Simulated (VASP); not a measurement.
# Be (C2/c) in VASP: further runs

Runs on Be. Level: RPBE. Tasks: single point.

Everything below comes from runs of VASP 6.6.1. Logs are shortened: lines on timing, memory, paths and dates and some standing lists are left out, and cuts for length are marked.

## (1) The cell of the first run

The typed cell holds 2 atoms: a = 2.255 Å, b = 2.255 Å, c = 4.196 Å, α = 105.57°, β = 105.57°, γ = 120.02°.

## (2) Single point, RPBE (7.79 Å³/atom)

INCAR reads:

```
SYSTEM = Be
ALGO = Normal
EDIFF = 1E-6
ENCUT = 520
GGA = RP
ISIF = 2
ISMEAR = -1
LASPH = .TRUE.
LCHARG = .FALSE.
LREAL = .FALSE.
LWAVE = .FALSE.
NBANDS = 9
NELM = 80
PREC = Accurate
SIGMA = 0.1
```

KPOINTS reads:

```
k-points
0
G
  29 29 14
  0 0 0
```

POSCAR reads:

```
Be
1.0
   -1.5176509977      1.2439812936      1.1102240122
    1.2439812936     -1.5176509977      1.1102240122
    2.7397819665      2.7397819665     -1.6114505766
Be
2
Direct
    0.9583871448      0.0416128552      1.0000000000
    0.7916128552      0.2083871448      0.5000000000
```

Potentials or basis: VASP PAW PBE potentials, release 64 (Be).

Command:

```sh
cat potpaw_PBE.64/Be/POTCAR > POTCAR
mpirun -np 1 vasp_std > vasp.out
```

OUTCAR:

```text
SYSTEM = Be
   EDIFF = 1E-6
   ENCUT = 520
   GGA = RP
   ISIF = 2
   ISMEAR = -1
   LASPH = .TRUE.
   LREAL = .FALSE.
   NELM = 80
   PREC = Accurate

 ion  position               nearest neighbor table
   1  0.958  0.042  0.000-   2 2.20   2 2.20   2 2.20   2 2.20   2 2.20   2 2.20
   2  0.792  0.208  0.500-   1 2.20   1 2.20   1 2.20   1 2.20   1 2.20   1 2.20

  Warning from LATTYP: Got some problem with cell dimensions!
  Tried to take original basis but could not verify dimensions!
  LATTYP: Found a base centered monoclinic cell.
 ALAT       =     2.2539253854
 B/A-ratio  =     1.7327715753
 C/A-ratio  =     1.5707622680
 COS(beta)  =    -0.0003066202

  Lattice vectors:

 A1 = (   1.5176509977,  -1.2439812936,  -1.1102240122)
 A2 = (  -1.2439812936,   1.5176509977,  -1.1102240122)
 A3 = (   2.4661122624,   2.4661122624,   0.6089974478)

Analysis of symmetry for initial positions (statically):
=====================================================================
 Subroutine PRICEL returns:
 Original cell was already a primitive cell.

 Routine SETGRP: Setting up the symmetry group for a
 base centered monoclinic supercell.

 Subroutine GETGRP returns: Found  4 space group operations
 (whereof  2 operations were pure point group operations)
 out of a pool of  4 trial point group operations.

The static configuration has the point symmetry C_2 .
 The point group associated with its full space group is C_2h.

Analysis of symmetry for dynamics (positions and initial velocities):
=====================================================================
 Subroutine PRICEL returns:
 Original cell was already a primitive cell.

 Routine SETGRP: Setting up the symmetry group for a
 base centered monoclinic supercell.

 Subroutine GETGRP returns: Found  4 space group operations
 (whereof  2 operations were pure point group operations)
 out of a pool of  4 trial point group operations.

The dynamic configuration has the point symmetry C_2 .
 The point group associated with its full space group is C_2h.

 Subroutine INISYM returns: Found  4 space group operations
 (whereof  2 operations are pure point group operations),
 and found     1 'primitive' translations

----------------------------------------------------------------------------------------

                                     Primitive cell

  volume of cell :      15.5826

  direct lattice vectors                    reciprocal lattice vectors
    -1.517650998  1.243981294  1.110224012    -0.038257515  0.323847174  0.485558421
     1.243981294 -1.517650998  1.110224012     0.323847174 -0.038257515  0.485558421
     2.739781966  2.739781966 -1.611450577     0.196759678  0.196759678  0.048501169

  length of vectors
     2.254628876  2.254628876  4.196377415     0.584899658  0.584899658  0.282455493

  position of ions in fractional coordinates (direct lattice)
     0.958387145  0.041612855  0.000000000
     0.791612855  0.208387145  0.500000000

  ion indices of the primitive-cell ions
   primitive index   ion index
                 1           1
                 2           2

----------------------------------------------------------------------------------------

 KPOINTS: k-points

Automatic generation of k-mesh.
 Grid dimensions read from file:
 generate k-points for:   29   29   14

 Generating k-lattice:

  Cartesian coordinates                     Fractional coordinates (reciprocal lattice)
    -0.001319225  0.011167144  0.016743394     0.034482759  0.000000000 -0.000000000
     0.011167144 -0.001319225  0.016743394     0.000000000  0.034482759 -0.000000000
     0.014054263  0.014054263  0.003464369     0.000000000  0.000000000  0.071428571

  Length of vectors
     0.020168954  0.020168954  0.020175392

  Shift w.r.t. Gamma in fractional coordinates (k-lattice)
     0.000000000  0.000000000  0.000000000

 Subroutine IBZKPT returns following result:
 ===========================================

 Found   3060 irreducible k-points:

 Following reciprocal coordinates:
            Coordinates               Weight
  0.000000  0.000000  0.000000      1.000000
  0.034483  0.000000  0.000000      4.000000
  0.068966  0.000000  0.000000      4.000000
  0.103448  0.000000  0.000000      4.000000
  0.137931  0.000000  0.000000      4.000000
  0.172414  0.000000  0.000000      4.000000
[... 16 lines left out ...]
  0.275862  0.034483  0.000000      4.000000
  0.310345  0.034483  0.000000      4.000000
 [... further k-points ...]
   k-points           NKPTS =   3060   k-points in BZ     NKDIM =   3060   number of bands    NBANDS=      9
   number of dos      NEDOS =    301   number of ions     NIONS =      2
   total plane-waves  NPLWV =  10368
   dimension x,y,z NGX =    18 NGY =   18 NGZ =   32
   dimension x,y,z NGXF=    36 NGYF=   36 NGZF=   64
   ions per type =               2
   NGX,Y,Z   is equivalent  to a cutoff of  13.27, 13.27, 12.68 a.u.
   NGXF,Y,Z  is equivalent  to a cutoff of  26.54, 26.54, 25.35 a.u.
 SYSTEM =  Be
   PREC   = accura    normal or accurate (medium, high low for compatibility)
   ISTART =      0    job   : 0-new  1-cont  2-samecut
   ICHARG =      2    charge: 1-file 2-atom 10-const
   ISPIN  =      1    spin polarized calculation?
   LNONCOLLINEAR =      F non collinear calculations
   LSORBIT =      F    spin-orbit coupling
   LASPH  =      T    aspherical Exc in radial PAW
   ENCUT  =  520.0 eV  38.22 Ry    6.18 a.u.   4.19  4.19  7.80*2*pi/ulx,y,z
   NELM   =     80;   NELMIN=  2; NELMDL= -5     # of ELM steps
   EDIFF  = 0.1E-05   stopping-criterion for ELM
   LREAL  =      F    real-space projection
   EDIFFG = 0.1E-04   stopping-criterion for IOM
   NSW    =      0    number of steps for IOM
   IBRION =     -1    ionic relax: 0-MD 1-quasi-New 2-CG
   NFREE  =      0    steps in history (QN), initial steepest desc. (CG)
   ISIF   =      2    stress and relaxation
   ISYM   =      2    0-nonsym 1-usesym 2-fastsym
   POTIM  = 0.5000    time-step for ionic-motion
   TEBEG  =    0.0;   TEEND  =   0.0 temperature during run
   PSTRESS=    0.0 pullay stress
   NELECT =       4.0000    total number of electrons
   NUPDOWN=      -1.0000    fix difference up-down
   EMIN   =  10.00;   EMAX   =-10.00  energy-range for DOS
   EFERMI =   0.00;   METHOD = LEGACY
   ISMEAR =    -1;   SIGMA  =   0.10  broadening in eV -4-tet -1-fermi 0-gaus
   EFERMI_NEDOS =   21; number of points for ismear=-14 and -15
   IALGO  =     38    algorithm
   IMIX   =      4    mixing-type and parameters
     AMIX     =   0.40;   BMIX     =  1.00
     AMIX_MAG =   1.60;   BMIX_MAG =  1.00
  volume/ion in A,a.u.               =       7.79        52.58
  Fermi-wavevector in a.u.,A,eV,Ry     =   1.040434  1.966136 14.728358  1.082504
  Thomas-Fermi vector in A             =   2.175010
   LORBIT       =      0    0 simple, 1 ext, 2 COOP (PROOUT), +10 PAW based schemes
   GGA     = RP    functional components
   LHFCALC =     F    Hartree Fock is set to
   AEXX    =    0.0000 exact exchange contribution
   IVDW    =     0    specifies the selected vdW correction
   LEPSILON=     F    determine dielectric tensor
   LRPA    =     F    only Hartree local field effects (RPA)
 non-spin polarized calculation
  energy-cutoff  :      520.00
  volume of cell :       15.58
 maximum number of plane-waves:       434
 NGX is ok and might be reduce to    18
   NGX =  9   NGY =  9   NGZ = 15

 number of electron       4.0000000 magnetization

 Free energy of the ion-electron system (eV)
  ---------------------------------------------------
  ext. energy  EPLUGINS =         0.00000000
  ---------------------------------------------------
  free energy    TOTEN  =        -7.02165955 eV

  energy without entropy =       -7.01766598  energy(sigma->0) =       -7.01966277

 E-fermi :   7.3273     XC(G=0): -10.6546

 val. band max:        7.3215535211   @ k =  -0.4828   0.2759   0.2857
 cond. band min:       7.3293248300   @ k =   0.2759   0.2759   0.3571
 fundamental gap:      0.0077713089
 Fermi energy:         7.3272756979

 k-point     1 :       0.0000    0.0000    0.0000
  band No.  band energies     occupation
      1      -4.2432      2.00000
      2       2.7798      2.00000
      3       8.4063      0.00004
      4      23.5206      0.00000
      5      23.5337      0.00000
      6      26.4195      0.00000
      7      26.4258      0.00000
      8      28.7022      0.00000
      9      34.4659      0.00000

 k-point     2 :       0.0345    0.0000    0.0000
  band No.  band energies     occupation
      1      -4.1982      2.00000
      2       2.7569      2.00000
      3       8.5094      0.00001
      4      23.2298      0.00000
      5      23.2873      0.00000
      6      26.4269      0.00000
      7      26.5679      0.00000
      8      28.5526      0.00000
      9      33.7873      0.00000

 k-point     3 :       0.0690    0.0000    0.0000
  band No.  band energies     occupation
      1      -4.0631      2.00000
      2       2.6961      2.00000
      3       8.8096      0.00000
      4      22.4204      0.00000
      5      22.7298      0.00000
      6      26.3927      0.00000
      7      26.8207      0.00000
      8      28.1386      0.00000
      9      32.5895      0.00000

 k-point     4 :       0.1034    0.0000    0.0000
  band No.  band energies     occupation
      1      -3.8377      2.00000
      2       2.6165      2.00000
      3       9.2834      0.00000
      4      21.2824      0.00000
      5      22.0610      0.00000
      6      26.2459      0.00000
      7      26.8974      0.00000
      8      27.4762      0.00000
      9      31.1930      0.00000
[... 205 lines left out ...]
 k-point    22 :       0.2414    0.0345    0.0000
  band No.  band energies     occupation
      1      -1.5995      2.00000
      2       2.3455      2.00000
      3      12.5630      0.00000
      4      15.9831      0.00000
      5      19.0305      0.00000
      6      20.0769      0.00000
      7      23.6998      0.00000
      8      24.6695      0.00000
      9      28.3891      0.00000

 k-point    23 :       0.2759    0.0345    0.0000
  band No.  band energies     occupation
      1      -0.8731      2.00000
      2       2.4591      2.00000
      3      12.4055      0.00000
      4      15.4757      0.00000
      5      18.0201      0.00000
      6      19.4458      0.00000
      7      22.8334      0.00000
      8      24.2655      0.00000
      9      28.0460      0.00000

 k-point    24 :       0.3103    0.0345    0.0000
  band No.  band energies     occupation
      1      -0.0670      2.00000
      2       2.6263      2.00000
      3      11.7250      0.00000
      4      14.4764      0.00000
      5      17.9271      0.00000
      6      19.2752      0.00000
      7      22.0236      0.00000
      8      23.9065      0.00000
      9      27.7097      0.00000

 [... further k-points ...]
[... 5 lines left out ...]
  --------------------------------------------------------------------------------------
  -------------------------------------------------------------------------------------
  Total        0.5300413      0.5300413      0.4547213      0.0916987      0.0131251      0.0131251
  in kB       54.4979182     54.4979182     46.7536521      9.4282998      1.3494957      1.3494957
  external PRESSURE =      51.9164961 kB  Pullay stress =       0.0000000 kB

 VOLUME and BASIS-vectors are now :
 -----------------------------------------------------------------------------
  energy-cutoff  :      520.00
  volume of cell :       15.58
      direct lattice vectors                 reciprocal lattice vectors
    -1.517650998  1.243981294  1.110224012    -0.038257515  0.323847174  0.485558421
     1.243981294 -1.517650998  1.110224012     0.323847174 -0.038257515  0.485558421
     2.739781966  2.739781966 -1.611450577     0.196759678  0.196759678  0.048501169

 POSITION                                       TOTAL-FORCE (eV/Angst)
 -----------------------------------------------------------------------------------
     -1.40273      1.12906      1.11022         0.000619     -0.000619      0.000000
      0.42773      2.03838      0.30450        -0.000619      0.000619     -0.000000
 -----------------------------------------------------------------------------------
    total drift:                                0.000000      0.000000     -0.000000

  FREE ENERGIE OF THE ION-ELECTRON SYSTEM (eV)
  ---------------------------------------------------
  free  energy   TOTEN  =        -7.0216595549 eV

  energy  without entropy=       -7.0176659843  energy(sigma->0) =       -7.01966277
```

Run time: 7.7 min. Hardware: 1 thread of Intel Xeon 8259CL, shared host; peak memory 0.45 GiB.

Results:

```yaml
Free_energy: -7.0217 eV
Pressure: 5.2 GPa
Band_gap_on_the_k_mesh: zero (bands 2 and 3 overlap by 1.70 eV)
```

Caveat: the cell stands under pressure; the PAW data sets were made with another functional, which shifts forces and pressure a little.

## (3) Single point, RPBE

This run uses another cell than the first one, of 8.12 Å³/atom.

INCAR reads:

```
SYSTEM = Be
PREC = Accurate
ENCUT = 520
EDIFF = 1E-6
ISMEAR = -1
SIGMA = 0.1
LREAL = .False.
LASPH = .True.
NELM = 60
ALGO = Normal
ISIF = 2
LWAVE = .False.
LCHARG = .False.
GGA = RP
NBANDS = 9
```

KPOINTS reads:

```
regular mesh
0
Gamma
  29 29 14
  0 0 0
```

POSCAR reads:

```
Be
1.0
   -1.5384433211      1.2610242510      1.1254344505
    1.2610242510     -1.5384433211      1.1254344505
    2.7773178906      2.7773178906     -1.6335279855
Be
2
Direct
    0.9583871448      0.0416128552      1.0000000000
    0.7916128552      0.2083871448      0.5000000000
```

Potentials or basis: VASP PAW PBE potentials, release 64 (Be).

Command:

```sh
cat potpaw_PBE.64/Be/POTCAR > POTCAR
mpirun -np 1 vasp_std > vasp.out
```

OUTCAR:

```text
SYSTEM = Be
   PREC = Accurate
   ENCUT = 520
   EDIFF = 1E-6
   ISMEAR = -1
   LREAL = .False.
   LASPH = .True.
   NELM = 60
   ISIF = 2
   GGA = RP

 ion  position               nearest neighbor table
   1  0.958  0.042  0.000-   2 2.23   2 2.23   2 2.23   2 2.23   2 2.23   2 2.23
   2  0.792  0.208  0.500-   1 2.23   1 2.23   1 2.23   1 2.23   1 2.23   1 2.23

  Warning from LATTYP: Got some problem with cell dimensions!
  Tried to take original basis but could not verify dimensions!
  LATTYP: Found a base centered monoclinic cell.
 ALAT       =     2.2848049130
 B/A-ratio  =     1.7327715751
 C/A-ratio  =     1.5707622678
[... 474 lines left out ...]
      6      18.5515      0.00000
      7      21.2381      0.00000
      8      23.0319      0.00000
      9      26.8090      0.00000

 [... further k-points ...]
[... 5 lines left out ...]
  --------------------------------------------------------------------------------------
  -------------------------------------------------------------------------------------
  Total        0.0157565      0.0157565     -0.0269522      0.0566395      0.0048062      0.0048062
  in kB        1.5552491      1.5552491     -2.6603276      5.5906298      0.4743997      0.4743997
  external PRESSURE =       0.1500569 kB  Pullay stress =       0.0000000 kB

 VOLUME and BASIS-vectors are now :
 -----------------------------------------------------------------------------
  energy-cutoff  :      520.00
  volume of cell :       16.23
      direct lattice vectors                 reciprocal lattice vectors
    -1.538443321  1.261024251  1.125434451    -0.037740458  0.319470324  0.478996017
     1.261024251 -1.538443321  1.125434451     0.319470324 -0.037740458  0.478996017
     2.777317891  2.777317891 -1.633527986     0.194100438  0.194100438  0.047845668

 POSITION                                       TOTAL-FORCE (eV/Angst)
 -----------------------------------------------------------------------------------
     -1.42195      1.14453      1.12543         0.000614     -0.000614      0.000000
      0.43359      2.06631      0.30867        -0.000614      0.000614     -0.000000
 -----------------------------------------------------------------------------------
    total drift:                                0.000000      0.000000     -0.000000

  FREE ENERGIE OF THE ION-ELECTRON SYSTEM (eV)
  ---------------------------------------------------
  free  energy   TOTEN  =        -7.0318849851 eV

  energy  without entropy=       -7.0277358939  energy(sigma->0) =       -7.02981044
```

OSZICAR:

```text
N       E                     dE             d eps       ncg     rms          rms(c)
DAV:   1    -0.197765246669E+01   -0.19777E+01   -0.18973E+03 55264   0.367E+02
DAV:   2    -0.702630768335E+01   -0.50487E+01   -0.49229E+01 80460   0.559E+01
DAV:   3    -0.708891439487E+01   -0.62607E-01   -0.62337E-01 62369   0.424E+00
DAV:   4    -0.708901545403E+01   -0.10106E-03   -0.10105E-03 69521   0.179E-01
DAV:   5    -0.708901550837E+01   -0.54343E-07   -0.53952E-07 61765   0.388E-03    0.120E+00
DAV:   6    -0.704682687974E+01    0.42189E-01   -0.68708E-03 59147   0.890E-01    0.738E-01
DAV:   7    -0.703190485805E+01    0.14922E-01   -0.59654E-03 57861   0.840E-01    0.236E-02
DAV:   8    -0.703188349128E+01    0.21367E-04   -0.13501E-05 59793   0.315E-02    0.101E-02
DAV:   9    -0.703188536841E+01   -0.18771E-05   -0.31632E-06 60714   0.144E-02    0.109E-03
DAV:  10    -0.703188498507E+01    0.38334E-06   -0.86630E-09 34951   0.766E-04
   1 F= -.70318850E+01 E0= -.70298104E+01  d E =-.414909E-02
```

Run time: 8.1 min. Hardware: 1 thread of Intel Xeon 8259CL, shared host; peak memory 0.47 GiB.

Results:

```yaml
Free_energy: -7.0319 eV
Pressure: 0.0 GPa
Band_gap_on_the_k_mesh: zero (bands 2 and 3 overlap by 1.67 eV)
```

Caveat: the PAW data sets were made with another functional, which shifts forces and pressure a little.

## (4) Single point, RPBE (8.44 Å³/atom)

This run uses another cell than the first one, of 8.44 Å³/atom.

Edit INCAR of step 3 so:

```diff
@@ -8,3 +8,3 @@
 LASPH = .True.
-NELM = 60
+NELM = 100
 ALGO = Normal
```

KPOINTS is that of step 3.

POSCAR reads:

```
Be
1.0
   -1.5586883180      1.2776185784      1.1402444969
    1.2776185784     -1.5586883180      1.1402444969
    2.8138657383      2.8138657383     -1.6550242399
Be
2
Direct
    0.9583871448      0.0416128552      1.0000000000
    0.7916128552      0.2083871448      0.5000000000
```

Command:

```sh
cat potpaw_PBE.64/Be/POTCAR > POTCAR
mpirun -np 1 vasp_std > vasp.out
```

It took 6.2 min on 1 thread of Intel Xeon 8259CL, shared host; peak memory 0.49 GiB.

Results (log left out):

| Property | Result |
| --- | --- |
| Free energy | -7.0228 eV |
| Pressure | -4.3 GPa |
| Band gap on the k mesh | zero (bands 2 and 3 overlap by 1.63 eV) |

Stress tensor (GPa, compression positive):
```
-4.30  0.23 -0.03
 0.23 -4.30 -0.03
-0.03 -0.03 -4.42
```

Levels at points of the mesh, in eV from the Fermi level:
```tsv
k point	band 1	band 2	band 3	band 4	band 5
(0.00, 0.00, 0.00)	-11.14	-4.28	0.80	15.19	15.20
(0.00, 0.00, 0.50)	-9.01	-9.01	10.19	10.19	16.78
```

Caveat: the cell stands under tension; the PAW data sets were made with another functional, which shifts forces and pressure a little.

## (5) The runs side by side

| cell | gap on the mesh (eV) | pressure (GPa) |
| --- | --- | --- |
| a = 2.255, b = 2.255, c = 4.196 Å, angles 105.6, 105.6, 120.0°, 2 atoms | none | 5.2 |
| a = 2.286, b = 2.286, c = 4.254 Å, angles 105.6, 105.6, 120.0°, 2 atoms | none | 0.0 |
| a = 2.316, b = 2.316, c = 4.310 Å, angles 105.6, 105.6, 120.0°, 2 atoms | none | -4.3 |

Alike in all rows: task single point; level RPBE; potentials or basis VASP PAW PBE potentials, release 64 (Be); no spin polarisation; k mesh 29 × 29 × 14; cutoff (eV) 520; smearing fermi-dirac 0.1 eV.

Caveats: the PAW data sets were made with another functional, which shifts forces and pressure a little; the cell stands under pressure (at least some runs); the cell stands under tension (at least some runs).

Total energies depend on the potentials used, so only differences within one code and one set of settings carry meaning.
